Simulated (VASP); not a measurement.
# Hf2N in VASP: single point with PBEsol

Aim: the single point of Hf2N with PBEsol.

Program: VASP 6.6.1. These are calculated values, not measurements. Logs are shortened: lines on timing, memory, paths and dates and some standing lists are left out, and cuts for length are marked.

## (1) The cell of the first run

The cell holds a slab with vacuum, 24 atoms: a = 5.296 Å, b = 6.202 Å, c = 24.896 Å, α = 90.00°, β = 90.00°, γ = 90.00°.

## (2) Single point, PBEsol

Input file INCAR:

```
PREC = Accurate ; ENCUT = 520
EDIFF = 1E-7 ; ISMEAR = 0
SIGMA = 0.1 ; LREAL = Auto
LASPH = True ; NELM = 100
ALGO = Fast ; ISIF = 2
LWAVE = False ; LCHARG = False
LDIPOL = True ; IDIPOL = 3
DIPOL = 0.5 0.5 0.500 ; GGA = PS
NBANDS = 118 ; KPAR = 4
```

Input file KPOINTS:

```
Automatic mesh
0
Gamma
  7 6 1
```

Input file POSCAR:

```
Hf2N
1.0
    5.2955389246      0.0000000000      0.0000000000
    0.0000000000      6.2015449238      0.0000000000
    0.0000000000      0.0000000000     24.8963759491
Hf N
16 8
Direct
    0.3105097693      0.5507924284      0.3122394126
    0.1894902307      0.0507924284      0.3122394126
    0.6774878181      0.9353130874      0.3643137484
    0.8225121819      0.4353130874      0.3643137484
    0.3137726836      0.2648086230      0.4158481819
    0.1862273164      0.7648086230      0.4158481819
    0.6875024426      0.6614370828      0.4750780510
    0.8124975574      0.1614370828      0.4750780510
    0.3124975510      0.9843436303      0.5249219493
    0.1875024490      0.4843436303      0.5249219493
    0.6862273425      0.3809721115      0.5841518207
    0.8137726575      0.8809721115      0.5841518207
    0.3225121355      0.7104676567      0.6356862447
    0.1774878645      0.2104676567      0.6356862447
    0.6894902017      0.0949883542      0.6877605872
    0.8105097983      0.5949883542      0.6877605872
   -0.0037597663      0.7472928753      0.3325001360
    0.5037597663      0.2472928753      0.3325001360
   -0.0014235470      0.4619083327      0.4449135380
    0.5014235470      0.9619083327      0.4449135380
    0.0014235342      0.1838723824      0.5550864588
    0.4985764658      0.6838723824      0.5550864588
    0.0037597959      0.8984878350      0.6674998713
    0.4962402041      0.3984878350      0.6674998713
```

Potentials or basis: VASP PAW PBE potentials, release 64 (Hf_pv, N).

Launch:

```console
> cat potpaw_PBE.64/Hf_pv/POTCAR potpaw_PBE.64/N/POTCAR > POTCAR
> mpirun -np 4 vasp_std > vasp.out
```

OUTCAR:

```text
PREC = Accurate
   ENCUT = 520
   EDIFF = 1E-7
   ISMEAR = 0
   LREAL = Auto
   LASPH = True
   NELM = 100
   ISIF = 2
   GGA = PS

 ion  position               nearest neighbor table
   1  0.311  0.551  0.312-  17 2.12  18 2.20   6 2.97   4 2.98   4 3.09   5 3.13   2 3.17   2 3.17
                             3 3.34
   2  0.189  0.051  0.312-  18 2.12  17 2.20   5 2.97   3 2.98   3 3.09   6 3.13   1 3.17   1 3.17
                             4 3.34
   3  0.677  0.935  0.364-  17 2.20  20 2.22  18 2.28   2 2.98   5 3.09   6 3.09   2 3.09   6 3.17
                             8 3.18   4 3.19   4 3.19   7 3.24   1 3.34
   4  0.823  0.435  0.364-  18 2.20  19 2.22  17 2.28   1 2.98   6 3.09   5 3.09   1 3.09   5 3.17
                             7 3.18   3 3.19   3 3.19   8 3.24   2 3.34
   5  0.314  0.265  0.416-  19 2.19  20 2.24  18 2.31   2 2.97   3 3.09   4 3.09   8 3.09   8 3.10
                            10 3.11   1 3.13   4 3.17   6 3.17   6 3.17   9 3.22   7 3.48
   6  0.186  0.765  0.416-  20 2.19  19 2.24  17 2.31   1 2.97   4 3.09   3 3.09   7 3.09   7 3.10
                             9 3.11   2 3.13   3 3.17   5 3.17   5 3.17  10 3.22   8 3.48
   7  0.688  0.661  0.475-  19 2.19  22 2.23  20 2.24   9 3.08   6 3.09   6 3.10  12 3.11  10 3.12
                            10 3.12   8 3.17   8 3.17   4 3.18  11 3.22   3 3.24   5 3.48
   8  0.812  0.161  0.475-  20 2.19  21 2.23  19 2.24  10 3.08   5 3.09   5 3.10  11 3.11   9 3.12
                             9 3.12   7 3.17   7 3.17   3 3.18  12 3.22   4 3.24   6 3.48
   9  0.312  0.984  0.525-  21 2.19  20 2.23  22 2.24   7 3.08  12 3.09  12 3.10   6 3.11   8 3.12
[... 9 lines left out ...]
  14  0.177  0.210  0.636-  24 2.20  21 2.22  23 2.28  15 2.98  12 3.09  11 3.09  15 3.09  11 3.17
                             9 3.18  13 3.19  13 3.19  10 3.24  16 3.34
  15  0.689  0.095  0.688-  23 2.12  24 2.20  12 2.97  14 2.98  14 3.09  11 3.13  16 3.17  16 3.17
                            13 3.34
  16  0.811  0.595  0.688-  24 2.12  23 2.20  11 2.97  13 2.98  13 3.09  12 3.13  15 3.17  15 3.17
                            14 3.34
  17  0.996  0.747  0.333-   1 2.12   3 2.20   2 2.20   4 2.28   6 2.31
  18  0.504  0.247  0.333-   2 2.12   4 2.20   1 2.20   3 2.28   5 2.31
  19  0.999  0.462  0.445-   5 2.19   7 2.19   4 2.22  10 2.23   8 2.24   6 2.24
  20  0.501  0.962  0.445-   6 2.19   8 2.19   3 2.22   9 2.23   7 2.24   5 2.24
  21  0.001  0.184  0.555-  11 2.19   9 2.19  14 2.22   8 2.23  10 2.24  12 2.24
  22  0.499  0.684  0.555-  12 2.19  10 2.19  13 2.22   7 2.23   9 2.24  11 2.24
  23  0.004  0.898  0.667-  15 2.12  13 2.20  16 2.20  14 2.28  12 2.31
  24  0.496  0.398  0.667-  16 2.12  14 2.20  15 2.20  13 2.28  11 2.31

  LATTYP: Found a simple orthorhombic cell.
 ALAT       =     5.2955389246
 B/A-ratio  =     1.1710885355
 C/A-ratio  =     4.7013866395

  Lattice vectors:

 A1 = (   5.2955389246,   0.0000000000,   0.0000000000)
 A2 = (   0.0000000000,   6.2015449238,   0.0000000000)
 A3 = (   0.0000000000,   0.0000000000,  24.8963759491)

Analysis of symmetry for initial positions (statically):
=====================================================================
 Subroutine PRICEL returns:
 Original cell was already a primitive cell.

 Routine SETGRP: Setting up the symmetry group for a
 simple orthorhombic supercell.

 Subroutine GETGRP returns: Found  4 space group operations
[... 182 lines left out ...]
   IVDW    =     0    specifies the selected vdW correction
   LEPSILON=     F    determine dielectric tensor
   LRPA    =     F    only Hartree local field effects (RPA)
 non-spin polarized calculation
 RMM-DIIS sequential band-by-band and
 Gauss-broadening in eV      SIGMA  =   0.10
  energy-cutoff  :      520.00
  volume of cell :      817.61
 maximum number of plane-waves:     22076
 NGX is ok and might be reduce to    40
   NGX = 19   NGY = 23   NGZ = 93

 number of electron     199.9999984 magnetization

 dipolmoment           0.000000      0.000000      0.000015 electrons x Angstroem

 Free energy of the ion-electron system (eV)
  ---------------------------------------------------
  ext. energy  EPLUGINS =         0.00000000
  ---------------------------------------------------
  free energy    TOTEN  =      -259.45983893 eV

  energy without entropy =     -259.37695818  energy(sigma->0) =     -259.41839856

 E-fermi :   0.9014     XC(G=0):  -6.2216

 val. band max:        0.9012539644   @ k =   0.2857   0.1667   0.0000
 cond. band min:       0.9316163066   @ k =   0.4286   0.0000   0.0000
 fundamental gap:      0.0303623421
 Fermi energy:         0.9013658754

 k-point     1 :       0.0000    0.0000    0.0000
  band No.  band energies     occupation
      1     -30.3052      2.00000
      2     -30.2885      2.00000
      3     -30.1804      2.00000
      4     -30.1756      2.00000
      5     -30.1039      2.00000
      6     -30.0619      2.00000
[... 1829 lines left out ...]
    111       2.3448      0.00000
    112       2.3449      0.00000
 [bands above 112 left out]

------------------------ aborting loop because EDIFF is reached ----------------------------------------

 vacuum level on the upper side and lower side of the slab       (xc-potential included)        -0.115        -0.115

  FORCE on cell =-STRESS in cart. coord.  units (eV):
  Direction    XX          YY          ZZ          XY          YZ          ZX
  --------------------------------------------------------------------------------------
  -------------------------------------------------------------------------------------
  Total        2.8119471    -23.2842363     -2.2434662      0.0000000      0.2491609      0.0000000
  in kB        5.5102529    -45.6274701     -4.3962656      0.0000000      0.4882522      0.0000000
  external PRESSURE =     -14.8378276 kB  Pullay stress =       0.0000000 kB

 VOLUME and BASIS-vectors are now :
 -----------------------------------------------------------------------------
  energy-cutoff  :      520.00
  volume of cell :      817.61
      direct lattice vectors                 reciprocal lattice vectors
     5.295538925  0.000000000  0.000000000     0.188838193  0.000000000  0.000000000
     0.000000000  6.201544924  0.000000000     0.000000000  0.161250142  0.000000000
     0.000000000  0.000000000 24.896375949     0.000000000  0.000000000  0.040166489

 POSITION                                       TOTAL-FORCE (eV/Angst)
 -----------------------------------------------------------------------------------
      1.64432      3.41576      7.77363        -0.037167     -0.023539      0.069123
      1.00345      0.31499      7.77363         0.037167     -0.023539      0.069123
      3.58766      5.80039      9.07009        -0.018083      0.005068      0.027290
      4.35565      2.69961      9.07009         0.018083      0.005068      0.027290
      1.66160      1.64222     10.35311        -0.011534     -0.016775     -0.021103
      0.98617      4.74300     10.35311         0.011534     -0.016775     -0.021103
[... 16 lines left out ...]
      0.01991      5.57201     16.61833        -0.041460     -0.012857     -0.035457
      2.62786      2.47124     16.61833         0.041460     -0.012857     -0.035457
 -----------------------------------------------------------------------------------
    total drift:                                0.000008     -0.000349      0.002188

  FREE ENERGIE OF THE ION-ELECTRON SYSTEM (eV)
  ---------------------------------------------------
  free  energy   TOTEN  =      -259.4598389281 eV

  energy  without entropy=     -259.3769581820  energy(sigma->0) =     -259.41839856

 vacuum level on the upper side and lower side of the slab         4.045         4.045
```

OSZICAR:

```text
N       E                     dE             d eps       ncg     rms          rms(c)
DAV:   1     0.126852457923E+04    0.12685E+04   -0.10909E+05  4672   0.150E+03
DAV:   2    -0.155960724510E+03   -0.14245E+04   -0.13877E+04  4508   0.388E+02
DAV:   3    -0.291355885016E+03   -0.13540E+03   -0.13263E+03  4816   0.896E+01
[... 24 lines left out ...]
RMM:  28    -0.259459836921E+03   -0.52183E-05   -0.82001E-07  2361   0.539E-04    0.119E-03
RMM:  29    -0.259459838279E+03   -0.13575E-05   -0.36673E-07  2202   0.424E-04    0.108E-03
RMM:  30    -0.259459838811E+03   -0.53245E-06   -0.16593E-07  1669   0.304E-04    0.668E-04
RMM:  31    -0.259459838918E+03   -0.10751E-06   -0.98020E-08  1612   0.268E-04    0.538E-04
RMM:  32    -0.259459838928E+03   -0.95733E-08   -0.31272E-08  1352   0.233E-04
   1 F= -.25945984E+03 E0= -.25941840E+03  d E =-.828807E-01
```

stdout:

```text
POSCAR found type information on POSCAR HfN
 POSCAR found :  2 types and      24 ions
 scaLAPACK will be used
 -----------------------------------------------------------------------------
|                                                                             |
|                                                                             |
|     You enforced a specific xc type in the INCAR file but a different       |
|     I HOPE YOU KNOW WHAT YOU ARE DOING!                                     |
|                                                                             |
 -----------------------------------------------------------------------------

 LDA part: xc-table for (Slater+PW92), standard interpolation
 POSCAR, INCAR and KPOINTS ok, starting setup
 FFT: planning ... GRIDC
 FFT: planning ... GRID_SOFT
 FFT: planning ... GRID
 WAVECAR not read
 entering main loop
```

It took 18 min on 4 MPI ranks of Oxide Virtual Turin-like, shared host; peak memory 1.4 GiB.

What came out:

| Quantity | Value |
| --- | --- |
| Free energy | -259.4598 eV |
| Largest force | 0.082 eV/Å |
| Band gap on the k mesh | zero (bands 100 and 101 overlap by 0.28 eV) |

Forces in eV/Å, atoms in the order of the input:
```
Hf  -0.037 -0.024  0.069
Hf   0.037 -0.024  0.069
Hf  -0.018  0.005  0.027
Hf   0.018  0.005  0.027
Hf  -0.012 -0.017 -0.021
Hf   0.012 -0.017 -0.021
Hf  -0.004  0.005  0.007
Hf   0.004  0.005  0.007
Hf   0.004 -0.005 -0.007
Hf  -0.004 -0.005 -0.007
Hf   0.012  0.017  0.021
Hf  -0.012  0.017  0.021
Hf   0.018 -0.005 -0.027
Hf  -0.018 -0.005 -0.027
Hf   0.037  0.024 -0.069
Hf  -0.037  0.024 -0.069
N    0.041  0.013  0.035
N   -0.041  0.013  0.035
N   -0.006  0.004 -0.002
N    0.006  0.004 -0.002
N    0.006 -0.004  0.002
N   -0.006 -0.004  0.002
N   -0.041 -0.013 -0.035
N    0.041 -0.013 -0.035
```

Levels at points of the mesh, in eV from the Fermi level:
```
           k point  band 98  band 99  band 100  band 101  band 102  band 103
(0.00, 0.00, 0.00)    -0.05    -0.05      0.06      0.39      0.40      0.45
(0.00, 0.50, 0.00)    -0.34    -0.17     -0.17     -0.07     -0.07      0.35
```

Caveat: the PAW data sets were made with another functional, which shifts forces and pressure a little; spin-orbit coupling is left out, which moves the levels of the heavy elements.

The gap in the log of VASP goes by the Fermi energy; the results here count the filled bands.